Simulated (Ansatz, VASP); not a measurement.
# Two plane-wave programs on NaCl

```xyz
2
Lattice="0.0000 2.8929 2.8929 2.8929 0.0000 2.8929 2.8929 2.8929 0.0000" Properties=species:S:1:pos:R:3 pbc="T T T"
Na    0.0000    0.0000    0.0000
Cl    2.8929    2.8929    2.8929
```

Alike in both runs: task single point; functional r2SCAN; k mesh 5 × 5 × 5; no spin polarisation.

|  | VASP | Ansatz |
| --- | --- | --- |
| version | VASP 6.6.1 | Ansatz 0.2.0 |
| potentials or method | VASP PAW PBE potentials, release 64 (Na_pv, Cl), cutoff 520 eV | PAW plane waves |
| occupations | methfessel-paxton of order 1, width 0.0138 eV | cold, width 0.0138 eV |
| valence electrons in the cell | 14 | 16 |

|  | VASP | Ansatz | Ansatz less VASP |
| --- | --- | --- | --- |
| gap on the k mesh at the Fermi level (eV) | 5.62 | 5.60 | -0.023 |
| pressure (GPa) | -2.3 | -2.1 | +0.25 |

VASP's potentials were made for PBE, not for r2SCAN. VASP's potentials hold 14 valence electrons a cell and Ansatz's 16, so a difference there can come from the potentials and not from the codes.
